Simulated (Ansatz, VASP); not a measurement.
One calculation of HfBF, two programs

```
Hf B F
1.0
     3.78191    0.00000    0.00000
     0.00000    3.78191    0.00000
     0.00000    0.00000    6.12300
Hf B F
2 2 2
Cartesian
  0.0000 0.0000 4.5922
  0.0000 0.0000 1.5307
  1.8910 0.0000 3.0615
  0.0000 1.8910 0.0000
  1.8910 1.8910 0.0000
  1.8910 1.8910 3.0615
```

Change from the starting cell: species swapped into the TbCoC type (P4_2/mmc, No. 131).

Alike in both runs: functional PBE; k mesh 10 × 10 × 6; occupations gaussian, width 0.1 eV; no spin polarisation.

Ansatz relaxed the structure, and its values are those at the end. VASP's run is a single point on that final structure, the one shown.

|  | VASP | Ansatz |
| --- | --- | --- |
| version | VASP 6.6.1 | Ansatz 0.2.0 |
| potentials or method | VASP PAW PBE potentials, release 64 (Hf_pv, B, F), cutoff 520 eV | scalar-relativistic, plane waves, PAW |
| valence electrons in the cell | 40 | 72 |

```tsv
	VASP	Ansatz	Ansatz less VASP
gap on the k mesh at the Fermi level (eV)	none	none	-
pressure (GPa)	-0.5	0.0	+0.50
```

A gap of «none» marks a metal or a gap that the smearing closes. VASP's potentials hold 40 valence electrons a cell and Ansatz's 72, so a difference there can come from the potentials and not from the codes.

Spin-orbit coupling is off throughout.
